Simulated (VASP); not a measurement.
# Re (P6_3/mmc) in VASP: further runs

The runs below take Re through single point, relaxation of cell and atoms, with PBE.

All numbers are computed with VASP 6.6.1; they aren't measurements. Logs are shortened: lines on timing, memory, paths and dates and some standing lists are left out, and cuts for length are marked.

### Step 1. The cell of the first run

The structure is hexagonal, space group P6_3/mmc (No. 194). Conventional cell: a = 2.775 Å, b = 2.775 Å, c = 4.484 Å, α = 90.00°, β = 90.00°, γ = 120.00°. Re (site symmetry -6m2) has 12 Re at 2.76 to 2.77 Å within 3.6 Å.

### Step 2. Single point, PBE

The input, INCAR:

```
PREC = Accurate
ENCUT = 520
EDIFF = 1E-7
ISMEAR = 0
SIGMA = 0.1
LREAL = F
LASPH = T
NELM = 100
ALGO = Normal
ISIF = 2
LWAVE = F
LCHARG = F
GGA = PE
NBANDS = 14
```

The input, KPOINTS:

```
Automatic mesh
0
Gamma
  18 18 10
```

The input, POSCAR:

```
Re
1.0
    2.7748241525      0.0000000000      0.0000000000
   -1.3874120762      2.4030682071      0.0000000000
    0.0000000000      0.0000000000      4.4842238094
Re
2
Direct
    0.3333333333      0.6666666667      0.2500000000
    0.6666666667      0.3333333333      0.7500000000
```

Potentials or basis: VASP PAW PBE potentials, release 64 (Re).

Run with:

```bash
cat potpaw_PBE.64/Re/POTCAR > POTCAR
mpirun -np 1 vasp_std > vasp.out
```

OUTCAR:

```text
PREC = Accurate
   ENCUT = 520
   EDIFF = 1E-7
   ISMEAR = 0
   LREAL = F
   LASPH = T
   NELM = 100
   ISIF = 2
   GGA = PE

 ion  position               nearest neighbor table
   1  0.333  0.667  0.250-   2 2.76   2 2.76   2 2.76   2 2.76   2 2.76   2 2.76
   2  0.667  0.333  0.750-   1 2.76   1 2.76   1 2.76   1 2.76   1 2.76   1 2.76

  LATTYP: Found a hexagonal cell.
 ALAT       =     2.7748241525
 C/A-ratio  =     1.6160389138

  Lattice vectors:

 A1 = (   2.7748241525,   0.0000000000,   0.0000000000)
 A2 = (  -1.3874120762,   2.4030682071,   0.0000000000)
 A3 = (   0.0000000000,   0.0000000000,   4.4842238094)

Analysis of symmetry for initial positions (statically):
=====================================================================
 Subroutine PRICEL returns:
 Original cell was already a primitive cell.

 Routine SETGRP: Setting up the symmetry group for a
 hexagonal supercell.

 Subroutine GETGRP returns: Found 24 space group operations
 (whereof 12 operations were pure point group operations)
 out of a pool of 24 trial point group operations.

The static configuration has the point symmetry D_3d.
 The point group associated with its full space group is D_6h.

Analysis of symmetry for dynamics (positions and initial velocities):
=====================================================================
 Subroutine PRICEL returns:
 Original cell was already a primitive cell.

 Routine SETGRP: Setting up the symmetry group for a
 hexagonal supercell.

 Subroutine GETGRP returns: Found 24 space group operations
 (whereof 12 operations were pure point group operations)
 out of a pool of 24 trial point group operations.

The dynamic configuration has the point symmetry D_3d.
 The point group associated with its full space group is D_6h.

 Subroutine INISYM returns: Found 24 space group operations
 (whereof 12 operations are pure point group operations),
 and found     1 'primitive' translations

----------------------------------------------------------------------------------------

                                     Primitive cell

  volume of cell :      29.9012

  direct lattice vectors                    reciprocal lattice vectors
     2.774824152  0.000000000  0.000000000     0.360383197  0.208067336  0.000000000
    -1.387412076  2.403068207  0.000000000     0.000000000  0.416134672  0.000000000
     0.000000000  0.000000000  4.484223809     0.000000000  0.000000000  0.223004034

  length of vectors
     2.774824152  2.774824152  4.484223809     0.416134672  0.416134672  0.223004034

  position of ions in fractional coordinates (direct lattice)
     0.333333333  0.666666667  0.250000000
     0.666666667  0.333333333  0.750000000

  ion indices of the primitive-cell ions
   primitive index   ion index
                 1           1
                 2           2

----------------------------------------------------------------------------------------

 KPOINTS: Automatic mesh

Automatic generation of k-mesh.
 Grid dimensions read from file:
 generate k-points for:   18   18   10

 Generating k-lattice:

  Cartesian coordinates                     Fractional coordinates (reciprocal lattice)
     0.020021289  0.011559296  0.000000000     0.055555556  0.000000000  0.000000000
     0.000000000  0.023118593  0.000000000     0.000000000  0.055555556  0.000000000
     0.000000000  0.000000000  0.022300403     0.000000000  0.000000000  0.100000000

  Length of vectors
     0.023118593  0.023118593  0.022300403

  Shift w.r.t. Gamma in fractional coordinates (k-lattice)
     0.000000000  0.000000000  0.000000000

 Subroutine IBZKPT returns following result:
 ===========================================

 Found    222 irreducible k-points:

 Following reciprocal coordinates:
            Coordinates               Weight
  0.000000  0.000000  0.000000      1.000000
  0.055556  0.000000  0.000000      6.000000
  0.111111  0.000000  0.000000      6.000000
  0.166667  0.000000  0.000000      6.000000
  0.222222  0.000000  0.000000      6.000000
  0.277778  0.000000  0.000000      6.000000
[... 16 lines left out ...]
  0.333333  0.111111  0.000000     12.000000
  0.388889  0.111111  0.000000     12.000000
 [... further k-points ...]
   k-points           NKPTS =    222   k-points in BZ     NKDIM =    222   number of bands    NBANDS=     14
   number of dos      NEDOS =    301   number of ions     NIONS =      2
   total plane-waves  NPLWV =  20736
   dimension x,y,z NGX =    24 NGY =   24 NGZ =   36
   dimension x,y,z NGXF=    48 NGYF=   48 NGZF=   72
   ions per type =               2
   NGX,Y,Z   is equivalent  to a cutoff of  14.38, 14.38, 13.35 a.u.
   NGXF,Y,Z  is equivalent  to a cutoff of  28.76, 28.76, 26.69 a.u.
 SYSTEM =  unknown system
   PREC   = accura    normal or accurate (medium, high low for compatibility)
   ISTART =      0    job   : 0-new  1-cont  2-samecut
   ICHARG =      2    charge: 1-file 2-atom 10-const
   ISPIN  =      1    spin polarized calculation?
   LNONCOLLINEAR =      F non collinear calculations
   LSORBIT =      F    spin-orbit coupling
   LASPH  =      T    aspherical Exc in radial PAW
   ENCUT  =  520.0 eV  38.22 Ry    6.18 a.u.   5.16  5.16  8.34*2*pi/ulx,y,z
   NELM   =    100;   NELMIN=  2; NELMDL= -5     # of ELM steps
   EDIFF  = 0.1E-06   stopping-criterion for ELM
   LREAL  =      F    real-space projection
   EDIFFG = 0.1E-05   stopping-criterion for IOM
   NSW    =      0    number of steps for IOM
   IBRION =     -1    ionic relax: 0-MD 1-quasi-New 2-CG
   NFREE  =      0    steps in history (QN), initial steepest desc. (CG)
   ISIF   =      2    stress and relaxation
   ISYM   =      2    0-nonsym 1-usesym 2-fastsym
   POTIM  = 0.5000    time-step for ionic-motion
   TEBEG  =    0.0;   TEEND  =   0.0 temperature during run
   PSTRESS=    0.0 pullay stress
   NELECT =      14.0000    total number of electrons
   NUPDOWN=      -1.0000    fix difference up-down
   EMIN   =  10.00;   EMAX   =-10.00  energy-range for DOS
   EFERMI =   0.00;   METHOD = LEGACY
   ISMEAR =     0;   SIGMA  =   0.10  broadening in eV -4-tet -1-fermi 0-gaus
   EFERMI_NEDOS =   21; number of points for ismear=-14 and -15
   IALGO  =     38    algorithm
   IMIX   =      4    mixing-type and parameters
     AMIX     =   0.40;   BMIX     =  1.00
     AMIX_MAG =   1.60;   BMIX_MAG =  1.00
  volume/ion in A,a.u.               =      14.95       100.89
  Fermi-wavevector in a.u.,A,eV,Ry     =   1.271221  2.402260 21.987070  1.616004
  Thomas-Fermi vector in A             =   2.404166
   LORBIT       =      0    0 simple, 1 ext, 2 COOP (PROOUT), +10 PAW based schemes
   GGA     = PE    functional components
   LHFCALC =     F    Hartree Fock is set to
   AEXX    =    0.0000 exact exchange contribution
   IVDW    =     0    specifies the selected vdW correction
   LEPSILON=     F    determine dielectric tensor
   LRPA    =     F    only Hartree local field effects (RPA)
 non-spin polarized calculation
 Gauss-broadening in eV      SIGMA  =   0.10
  energy-cutoff  :      520.00
  volume of cell :       29.90
 maximum number of plane-waves:       817
 NGX is ok and might be reduce to    24
   NGX = 11   NGY = 11   NGZ = 17

 number of electron      14.0000000 magnetization

 Free energy of the ion-electron system (eV)
  ---------------------------------------------------
  ext. energy  EPLUGINS =         0.00000000
  ---------------------------------------------------
  free energy    TOTEN  =       -24.85450528 eV

  energy without entropy =      -24.84611847  energy(sigma->0) =      -24.85031187

 E-fermi :   7.6740     XC(G=0): -13.6428

 val. band max:        7.6685536230   @ k =   0.1667   0.0556   0.1000
 cond. band min:       7.6811580393   @ k =   0.3333   0.1667   0.4000
 fundamental gap:      0.0126044164
 Fermi energy:         7.6739947436

 k-point     1 :       0.0000    0.0000    0.0000
  band No.  band energies     occupation
      1      -2.0668      2.00000
      2       1.1819      2.00000
      3       6.1409      2.00000
      4       6.1527      2.00000
      5       6.1527      2.00000
      6       6.9655      2.00000
      7       6.9655      2.00000
      8       7.8812      0.00339
      9       7.8812      0.00339
     10       8.2666      0.00000
     11      10.9786      0.00000
     12      10.9786      0.00000
     13      17.4853      0.00000
     14      21.8196      0.00000

 k-point     2 :       0.0556    0.0000    0.0000
  band No.  band energies     occupation
      1      -1.9422      2.00000
      2       1.2995      2.00000
      3       5.7905      2.00000
      4       6.2662      2.00000
      5       6.4614      2.00000
      6       6.8758      2.00000
      7       7.0728      2.00000
      8       7.6189      1.56406
      9       7.7845      0.11804
     10       7.9632      0.00004
     11      11.0437      0.00000
     12      11.5518      0.00000
     13      17.4782      0.00000
     14      22.0962      0.00000

 k-point     3 :       0.1111    0.0000    0.0000
  band No.  band energies     occupation
      1      -1.5787      2.00000
      2       1.6305      2.00000
      3       5.3739      2.00000
      4       6.5795      2.00000
      5       6.6030      2.00000
      6       6.7137      2.00000
      7       6.8604      2.00000
      8       7.3900      1.99994
      9       7.5304      1.95777
     10       7.7358      0.38201
     11      11.2062      0.00000
     12      12.7195      0.00000
     13      17.4309      0.00000
     14      22.8571      0.00000

 k-point     4 :       0.1667    0.0000    0.0000
  band No.  band energies     occupation
      1      -1.0092      2.00000
      2       2.0928      2.00000
      3       4.9653      2.00000
      4       5.7263      2.00000
      5       6.2697      2.00000
      6       7.1506      2.00000
      7       7.1909      2.00000
      8       7.3015      2.00000
      9       7.4805      1.99378
     10       7.9022      0.00125
     11      11.4027      0.00000
     12      14.0529      0.00000
     13      17.3001      0.00000
     14      23.7590      0.00000

 k-point     5 :       0.2222    0.0000    0.0000
  band No.  band energies     occupation
      1      -0.2943      2.00000
      2       2.4893      2.00000
      3       4.7337      2.00000
      4       4.8155      2.00000
      5       6.0007      2.00000
      6       6.8297      2.00000
      7       7.1968      2.00000
      8       7.8859      0.00273
      9       7.9048      0.00110
     10       8.5828      0.00000
     11      11.5852      0.00000
[... 276 lines left out ...]
 k-point    22 :       0.2778    0.1111    0.0000
  band No.  band energies     occupation
      1       1.4942      2.00000
      2       2.7583      2.00000
      3       3.3593      2.00000
      4       4.6298      2.00000
      5       5.7816      2.00000
      6       6.2944      2.00000
      7       6.8577      2.00000
      8       9.0134      0.00000
      9      10.1836      0.00000
     10      11.1675      0.00000
     11      11.6171      0.00000
     12      16.8236      0.00000
     13      18.5722      0.00000
     14      19.4805      0.00000

 k-point    23 :       0.3333    0.1111    0.0000
  band No.  band energies     occupation
      1       1.9754      2.00000
      2       2.5128      2.00000
      3       2.9348      2.00000
      4       5.0177      2.00000
      5       5.6833      2.00000
      6       6.5573      2.00000
      7       6.7394      2.00000
      8       9.9066      0.00000
      9      10.9347      0.00000
     10      11.6538      0.00000
     11      12.2208      0.00000
     12      17.0565      0.00000
     13      17.6431      0.00000
     14      19.6438      0.00000

 k-point    24 :       0.3889    0.1111    0.0000
  band No.  band energies     occupation
      1       2.2027      2.00000
      2       2.3465      2.00000
      3       2.6739      2.00000
      4       5.4219      2.00000
      5       5.6571      2.00000
      6       6.3319      2.00000
      7       7.0683      2.00000
      8      10.8158      0.00000
      9      11.4029      0.00000
     10      11.6725      0.00000
     11      13.1949      0.00000
     12      15.9277      0.00000
     13      17.6945      0.00000
     14      18.8029      0.00000

 [... further k-points ...]
[... 5 lines left out ...]
  --------------------------------------------------------------------------------------
  -------------------------------------------------------------------------------------
  Total       -0.0903795     -0.0903795     -0.1218049     -0.0000000      0.0000000     -0.0000000
  in kB       -4.8427459     -4.8427459     -6.5265931     -0.0000000      0.0000000     -0.0000000
  external PRESSURE =      -5.4040283 kB  Pullay stress =       0.0000000 kB

 VOLUME and BASIS-vectors are now :
 -----------------------------------------------------------------------------
  energy-cutoff  :      520.00
  volume of cell :       29.90
      direct lattice vectors                 reciprocal lattice vectors
     2.774824152  0.000000000  0.000000000     0.360383197  0.208067336  0.000000000
    -1.387412076  2.403068207  0.000000000     0.000000000  0.416134672  0.000000000
     0.000000000  0.000000000  4.484223809     0.000000000  0.000000000  0.223004034

 POSITION                                       TOTAL-FORCE (eV/Angst)
 -----------------------------------------------------------------------------------
     -0.00000      1.60205      1.12106        -0.000000      0.000000      0.000000
      1.38741      0.80102      3.36317         0.000000     -0.000000      0.000000
 -----------------------------------------------------------------------------------
    total drift:                               -0.000000      0.000000     -0.000000

  FREE ENERGIE OF THE ION-ELECTRON SYSTEM (eV)
  ---------------------------------------------------
  free  energy   TOTEN  =       -24.8545052791 eV

  energy  without entropy=      -24.8461184663  energy(sigma->0) =      -24.85031187
```

Wall time 89 s (1 thread of Intel Xeon Platinum 8259CL at 2.50GHz (Skylake/Cascade Lake), shared host); peak memory 0.21 GiB.

What came out:

* Free energy: -24.8545 eV
* Pressure: -0.5 GPa
* Band gap on the k mesh: zero (band 7 reaches 9.10 eV, above the bottom of band 8 at 6.03 eV)

Caveat: spin-orbit coupling is left out, which moves the levels of the heavy elements.

### Step 3. Relaxation of cell and atoms, PBE

This run uses another cell than the first one, of 14.81 Å³/atom, 0.991 times its volume.

The input, INCAR:

```
ALGO     = Fast           # electronic algorithm
EDIFF    = 1E-6           # SCF threshold, eV
EDIFFG   = -0.005         # ionic threshold
ENCUT    = 600            # plane-wave cutoff, eV
GGA      = PE             # functional
IBRION   = 2              # ionic algorithm
ISIF     = 3              # what is computed and relaxed
ISMEAR   = 0              # smearing method
LASPH    = True           # aspherical terms in the spheres
LCHARG   = False          # write CHGCAR
LREAL    = False          # projectors in reciprocal space
LWAVE    = False          # write WAVECAR
NELM     = 60             # most SCF steps
NSW      = 100            # ionic steps
PREC     = Accurate       # precision mode
SIGMA    = 0.1            # smearing width, eV
```

The input, KPOINTS:

```
k-points
0
Gamma
  18 18 10
```

The input, POSCAR:

```
Re
1.0
    2.7653363800      0.0000000000      0.0000000000
   -1.3826681900      2.3948515500      0.0000000000
    0.0000000000      0.0000000000      4.4735766300
Re
2
Direct
    0.3333333300      0.6666666700      0.2500000000
    0.6666666700      0.3333333300      0.7500000000
```

Potentials or basis: VASP PAW PBE potentials, release 64 (Re).

Run with:

```bash
cat potpaw_PBE.64/Re/POTCAR > POTCAR
mpirun -np 1 vasp_std > vasp.out
```

Wall time 5.8 min (1 thread of Intel Xeon Platinum 8259CL at 2.50GHz (Skylake/Cascade Lake), shared host); peak memory 0.23 GiB.

The run converged. Its results:

```yaml
Free_energy: -24.8567 eV
Relaxed_volume: 14.93 Å³/atom
Relaxed_cell: a = 2.774 Å, b = 2.774 Å, c = 4.482 Å, α = 90.00°, β = 90.00°, γ = 120.00°
Space_group_after_relaxing_to_0.05_Å: P6_3/mmc (No. 194)
Energy_gained_by_relaxing: 1.2 meV/atom
Ionic_steps: 11
Pressure_after_relaxing: 0.0 GPa
Band_gap_on_the_k_mesh: zero (band 7 reaches 9.12 eV, above the bottom of band 8 at 6.04 eV)
```

The path:
| step | energy change (eV) | largest force (eV/Å) | pressure (GPa) | volume (Å³) |
| --- | --- | --- | --- | --- |
| 1 | 0.0000 | 0.0000 | 3.06 | 29.63 |
| 2 | 0.0337 | 0.0000 | -11.33 | 30.86 |
| 3 | -0.0023 | 0.0000 | -0.03 | 29.87 |
| 4 | -0.0023 | 0.0000 | -0.07 | 29.87 |
| 5 | -0.0017 | 0.0000 | 1.48 | 29.75 |
| 6 | -0.0023 | 0.0000 | 0.07 | 29.86 |
| 7 | -0.0023 | 0.0000 | 0.10 | 29.86 |
| 8 | -0.0023 | 0.0000 | 0.09 | 29.86 |
| 9 | -0.0023 | 0.0000 | 0.08 | 29.86 |
| 10 | -0.0023 | 0.0000 | -0.21 | 29.88 |
| 11 | -0.0023 | 0.0000 | 0.03 | 29.87 |

Final structure:
```
Re
1.0
     2.77397    0.00000    0.00000
    -1.38699    2.40233    0.00000
     0.00000    0.00000    4.48190
Re
2
Direct
  0.33333 0.66667 0.25000
  0.66667 0.33333 0.75000
```

Levels at points of the mesh, in eV from the Fermi level:
| k point | band 3 | band 4 | band 5 | band 6 | band 7 | band 8 | band 9 | band 10 | band 11 |
| --- | --- | --- | --- | --- | --- | --- | --- | --- | --- |
| (0.00, 0.00, 0.00) | -1.53 | -1.52 | -1.52 | -0.71 | -0.71 | 0.21 | 0.21 | 0.60 | 3.31 |
| (0.50, 0.00, 0.00) | -5.12 | -1.87 | -1.71 | -1.34 | -0.58 | 3.89 | 4.28 | 4.41 | 5.94 |
| (0.00, 0.00, 0.50) | -2.33 | -2.33 | -1.65 | -1.65 | -1.65 | -1.65 | 2.51 | 2.51 | 2.51 |
| (0.50, 0.00, 0.50) | -3.99 | -3.99 | 0.41 | 0.41 | 0.91 | 0.91 | 4.20 | 4.20 | 4.69 |

Caveat: spin-orbit coupling is left out, which moves the levels of the heavy elements.
